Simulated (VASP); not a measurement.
Here is a VASP 6.6.1 calculation.

Contents of POSCAR:

```
AlGaN2
1.0
    3.0937638930      0.0000000000      0.0000000000
    0.0000000000      3.0937638930      0.0000000000
    0.0000000000      0.0000000000      4.4238379400
Al Ga N
1 1 2
Direct
    0.5000000000      0.5000000000      0.5000000000
    0.0000000000      0.0000000000      0.0000000000
    0.5000000000      0.0000000000      0.7382648100
    0.0000000000      0.5000000000      0.2617351900
```

INCAR.step1

```
SYSTEM = AlGaN2
PREC     = Accurate       ! precision mode
ENCUT    = 520            ! plane-wave cutoff, eV
ISMEAR   = 0              ! smearing method
SIGMA    = 0.05           ! smearing width, eV
LREAL    = .FALSE.        ! projectors in reciprocal space
LASPH    = .TRUE.         ! aspherical terms in the spheres
NELM     = 100            ! most SCF steps
NBANDS   = 21             ! bands
GGA      = PE             ! functional
ALGO     = Normal         ! electronic algorithm
EDIFF    = 1E-4           ! SCF threshold, eV
LWAVE    = .TRUE.         ! write WAVECAR
LCHARG   = .FALSE.        ! write CHGCAR
```

INCAR.step2

```
SYSTEM = AlGaN2
PREC     = Accurate       ! precision mode
ENCUT    = 520            ! plane-wave cutoff, eV
EDIFF    = 1E-6           ! SCF threshold, eV
ISMEAR   = 0              ! smearing method
SIGMA    = 0.05           ! smearing width, eV
LREAL    = .FALSE.        ! projectors in reciprocal space
LASPH    = .TRUE.         ! aspherical terms in the spheres
NELM     = 100            ! most SCF steps
ALGO     = Normal         ! electronic algorithm
ISIF     = 2              ! what is computed and relaxed
LWAVE    = .FALSE.        ! write WAVECAR
LCHARG   = .FALSE.        ! write CHGCAR
METAGGA  = R2SCAN         ! meta-GGA
LMIXTAU  = .TRUE.       
NBANDS   = 21             ! bands
ISTART   = 1
```

File KPOINTS:

```
regular mesh
0
G
  8 8 6
  0 0 0
```

Potentials or basis: VASP PAW PBE potentials, release 64 (Al, Ga_d, N).

Run with:

```sh
$ cat potpaw_PBE.64/Al/POTCAR potpaw_PBE.64/Ga_d/POTCAR potpaw_PBE.64/N/POTCAR > POTCAR
$ cp INCAR.step1 INCAR
$ mpirun -np 1 vasp_std > vasp.out
$ cp INCAR.step2 INCAR
$ mpirun -np 1 vasp_std > vasp.out
```

(1) What does it give for the band gap on the k mesh?

(2) Estimate the largest force.

(3) Predict the pressure.

Results:

(1) 3.57 eV, direct.

(2) 0.027 eV/Å.

(3) 6.6 GPa.

Caveat: the cell differs from its parent crystal (strain -0.0150 x Voigt [1, 1, 0, 0, 0, 0]); the PAW data sets were made with another functional, which shifts forces and pressure a little.
